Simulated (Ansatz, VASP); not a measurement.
**Two plane-wave programs on Al3GaN4**

```
Al Ga N
1.0
     4.57572    0.00000    0.00000
     0.00000    4.57572    0.00000
     0.00000    0.00000    4.30621
Al Ga N
3 1 4
Cartesian
  2.2879 2.2879 0.0000
  2.2879 0.0000 2.1531
  0.0000 2.2879 2.1531
  0.0000 0.0000 0.0000
  3.4076 3.4076 1.0993
  3.4076 1.1681 3.2069
  1.1681 3.4076 3.2069
  1.1681 1.1681 1.0993
```

Alike in both runs: task single point; functional PBEsol; k mesh 6 × 6 × 6; occupations gaussian, width 0.05 eV; no spin polarisation.

```csv
,VASP,Ansatz
version,VASP 6.6.1,Ansatz 0.2.0
potentials or method,"VASP PAW PBE potentials, release 64 (Al, Ga_d, N), cutoff 520 eV","scalar-relativistic, plane waves, PAW"
valence electrons in the cell,42,42
```

```tsv
	VASP	Ansatz	Ansatz less VASP
gap on the k mesh at the Fermi level (eV)	2.85	2.84	-0.012
least direct gap on the mesh (eV)	2.85	2.84	-0.012
pressure (GPa)	-9.6	-9.5	+0.12
traceless stress, the component that is largest in VASP (GPa)	4.57	4.55	-0.014
rms of the force components (eV/Å)	0.024	0.024	-0.0001
```

VASP's potentials were made for PBE, not for PBEsol. Atom by atom the forces differ by 0.001 eV/Å (rms over components).
